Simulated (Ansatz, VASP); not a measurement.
## CaO in VASP and in Ansatz

File INCAR:

```
SYSTEM = CaO
PREC = Accurate
ENCUT = 520
EDIFF = 1E-6
ISMEAR = -1
SIGMA = 0.02
LREAL = .FALSE.
LASPH = .TRUE.
NELM = 60
ALGO = Normal
ISIF = 2
LWAVE = .FALSE.
LCHARG = .FALSE.
GGA = PE
NBANDS = 24
```

KPOINTS

```
Automatic mesh
0
G
  12 12 6
  0 0 0
```

The input POSCAR:

```
CaO
1.0
    3.8813170469      0.0000000000      0.0000000000
   -1.9406585234      3.3613191627      0.0000000000
    0.0000000000      0.0000000000      4.6511829651
Ca O
2 2
Direct
    0.3333333333      0.6666666667     -0.0625000000
    0.6666666667      0.3333333333      0.4375000000
    0.3333333333      0.6666666667      0.4375000000
    0.6666666667      0.3333333333      0.9375000000
```

Input for Ansatz:

```yaml
crystal:
  lattice:
    - [3.8813170469, 0.0, 0.0]
    - [-1.9406585234, 3.3613191627, 0.0]
    - [0.0, 0.0, 4.6511829651]
  atoms:
    - { symbol: Ca, position: [0.3333333333, 0.6666666667, -0.0625] }
    - { symbol: Ca, position: [0.6666666667, 0.3333333333, 0.4375] }
    - { symbol: O, position: [0.3333333333, 0.6666666667, 0.4375] }
    - { symbol: O, position: [0.6666666667, 0.3333333333, 0.9375] }
kpoints:
  mp_grid: { grid: [12, 12, 6] }
  band_path:
    path:
      - [0.0, 0.0, 0.0]
      - [0.5, 0.0, 0.0]
      - [0.3333333333, 0.3333333333, 0.0]
      - [0.0, 0.0, 0.5]
      - [0.5, 0.0, 0.5]
      - [0.3333333333, 0.3333333333, 0.5]
    npoints: 1
hamiltonian:
  xc: pbe
scf:
  occupations: { method: fermi_dirac, width: 0.02 }
  n_extra_bands: 5
output:
  forces: true
  stress: true
  eigenvalues: true
  write_density: true
  write_potential: true
  elf: true
  volumetric_format: npy
```

Change from the starting cell: hydrostatic strain -2.5%.

Alike in both runs: task single point; functional PBE; k mesh 12 × 12 × 6; occupations fermi-dirac, width 0.02 eV; no spin polarisation.

```csv
,VASP,Ansatz
version,VASP 6.6.1,Ansatz 0.2.0
potentials or method,"VASP PAW PBE potentials, release 64 (Ca_sv, O)","plane waves, PAW"
plane-wave cutoff (eV),520,420
valence electrons in the cell,32,32
```

|  | VASP | Ansatz | Ansatz less VASP |
| --- | --- | --- | --- |
| gap on the k mesh at the Fermi level (eV) | 3.46 | 3.47 | +0.017 |
| pressure (GPa) | 10.8 | 10.1 | -0.70 |
| traceless stress, the component that is largest in VASP (GPa) | 1.10 | 1.06 | -0.046 |
